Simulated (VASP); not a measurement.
Wanted: the native input for a VASP 6.6.1 run.

| Quantity | Value |
| --- | --- |
| Task | relaxation of cell and atoms |
| Functional | LDA |
| Potentials or basis | VASP PAW LDA potentials, release 64 (Si) |
| Cutoff | 600 eV |
| k mesh | 12 × 12 × 12 |
| Occupations | gaussian, width 0.02 eV |
| Spin | no spin polarisation |
| Dipole correction | no |
| Further INCAR settings | ALGO = Normal; EDIFF = 1e-06; IBRION = 2; EDIFFG = -0.005; NSW = 100; ISIF = 3 |

The structure of Si lies in POSCAR:

```
Si
1.0
    0.0000000000      2.7009711380      2.7009711380
    2.7009711380      0.0000000000      2.7009711380
    2.7009711380      2.7009711380      0.0000000000
Si
2
Direct
    0.7500000000      0.7500000000      0.7500000000
    0.5000000000      0.5000000000      0.5000000000
```

The input as run:

INCAR

```
ALGO = Normal
EDIFF = 1E-6
EDIFFG = -0.005
ENCUT = 600
GGA = CA
IBRION = 2
ISIF = 3
ISMEAR = 0
LASPH = T
LCHARG = F
LREAL = F
LWAVE = F
NELM = 80
NSW = 100
PREC = Accurate
SIGMA = 0.02
```

KPOINTS

```
k-points
0
Gamma
  12 12 12
```

Potentials or basis: VASP PAW LDA potentials, release 64 (Si).

The run is started by

```console
$ cat potpaw_LDA.64/Si/POTCAR > POTCAR
$ mpirun -np 1 vasp_std > vasp.out
```

It gave:

```yaml
Relaxed_volume: 19.72 Å³/atom
Relaxed_cell: a = 3.820 Å, b = 3.820 Å, c = 3.820 Å, α = 60.00°, β = 60.00°, γ = 60.00°
Space_group_after_relaxing_to_0.05_Å: Fd-3m (No. 227)
Energy_gained_by_relaxing: 0.0 meV/atom
Ionic_steps: 3
Pressure_after_relaxing: 0.0 GPa
Band_gap_on_the_k_mesh: 0.44 eV, indirect (least direct gap 2.53 eV)
```

Run time: 26 s on 1 thread of Intel Xeon 6975P-C (shared host), peak memory 0.16 GiB.
